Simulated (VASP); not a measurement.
The system is ZrC.

```
Zr C
1.0
     3.39148    0.00000    0.00000
    -1.69574    2.93710    0.00000
     0.00000    0.00000    5.29005
Zr C
2 2
Direct
  0.66667 0.33333 0.75000
  0.33333 0.66667 0.25000
  0.00000 0.00000 0.50000
  0.00000 0.00000 0.00000
```

Base run:

```yaml
Program: VASP 6.6.1
Functional: PBEsol
Potentials_or_basis: VASP PAW PBE potentials, release 64 (Zr_sv, C)
Cutoff: 520 eV
k_mesh: 9 × 9 × 5
Occupations: fermi-dirac, width 0.05 eV
Spin: no spin polarisation
Hubbard_terms: Zr d U = 4.0 eV
```

Its results: band gap on the k mesh zero (bands 16 and 17 overlap by 1.21 eV); pressure 3.5 GPa.

**Question.** The run is repeated on the same cell with these changes: hubbard terms from Zr d U = 4.0 eV to Zr d U = 8.0 eV. What comes out?

**Answer.** Band gap on the k mesh zero (bands 16 and 17 overlap by 1.42 eV); pressure 15.2 GPa.

Caveats: the cell stands under pressure; the PAW data sets were made with another functional, which shifts forces and pressure a little; U without spin polarisation on a metal has little footing; the U is typed as a test and isn't derived for this compound.
